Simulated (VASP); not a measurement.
# PdC18: single point with PBE+D3(BJ)

System: PdC18, a slab with vacuum.

```
CELL_PARAMETERS angstrom
7.39800 0.00000 0.00000
-3.69900 6.40686 0.00000
0.00000 0.00000 12.00000
ATOMIC_POSITIONS crystal
C 0.99508 0.99425 0.09356
C 0.22008 0.10674 0.09355
C 0.99720 0.32911 0.08008
C 0.21790 0.43953 0.08030
C 0.99723 0.66151 0.08042
C 0.21794 0.77192 0.08023
C 0.33185 0.99459 0.08458
C 0.55140 0.10584 0.08149
C 0.33186 0.33061 0.08503
C 0.55137 0.43912 0.08182
C 0.33064 0.66199 0.07966
C 0.55137 0.77247 0.08163
C 0.66377 0.99522 0.08163
C 0.88330 0.10642 0.08475
C 0.66377 0.32857 0.08161
C 0.88450 0.43903 0.07963
C 0.66374 0.66191 0.08169
C 0.88326 0.77038 0.08489
Pd 0.10760 0.05041 0.26348
```

```json
{
 "Program": "VASP 6.6.1",
 "Task": "single point",
 "Functional": "PBE",
 "Dispersion": "D3(BJ)",
 "Potentials or basis": "VASP PAW PBE potentials, release 64 (C, Pd)",
 "Cutoff": "520 eV",
 "k mesh": "2 × 2 × 1",
 "Occupations": "gaussian, width 0.02 eV",
 "Spin": "no spin polarisation"
}
```

- Largest force: 0.028 eV/Å
- Band gap on the k mesh: 0.07 eV
- Dispersion energy per atom: -0.099 eV

Forces in eV/Å, atoms in the order of the input:
```
C   -0.007  0.008  0.004
C   -0.002  0.005  0.006
C    0.025 -0.002  0.013
C   -0.013 -0.020  0.002
C    0.016  0.004 -0.013
C   -0.012 -0.010 -0.005
C    0.015  0.010  0.007
C   -0.008 -0.018  0.012
C   -0.003  0.009 -0.014
C    0.003 -0.008 -0.012
C   -0.003  0.006  0.000
C   -0.001 -0.017 -0.004
C    0.007  0.016 -0.006
C   -0.010  0.005 -0.010
C    0.000  0.016 -0.005
C    0.003 -0.006 -0.001
C    0.003  0.003  0.009
C   -0.012 -0.003  0.003
Pd  -0.001  0.002  0.014
```

Levels at points of the mesh, in eV from the valence-band top:
```tsv
k point	band 39	band 40	band 41	band 42	band 43	band 44
(0.00, 0.00, 0.00)	-1.43	-0.17	0.00	0.07	0.28	0.94
(0.50, 0.00, 0.00)	-1.22	-1.22	-1.22	0.89	1.60	2.32
(0.00, 0.50, 0.00)	-1.48	-1.28	-1.03	0.98	1.62	2.35
(0.50, 0.50, 0.00)	-1.48	-1.28	-1.03	0.98	1.63	2.35
```

Wall time 4.8 min on 1 thread of Intel(R) Xeon(R) Platinum 8124M CPU @ 3.00GHz (Skylake/Cascade Lake), on a shared host, peak memory 0.59 GiB.

Caveat: the k points lie up to 0.49 Å⁻¹ apart; there is no dipole correction, which matters where the two faces differ.
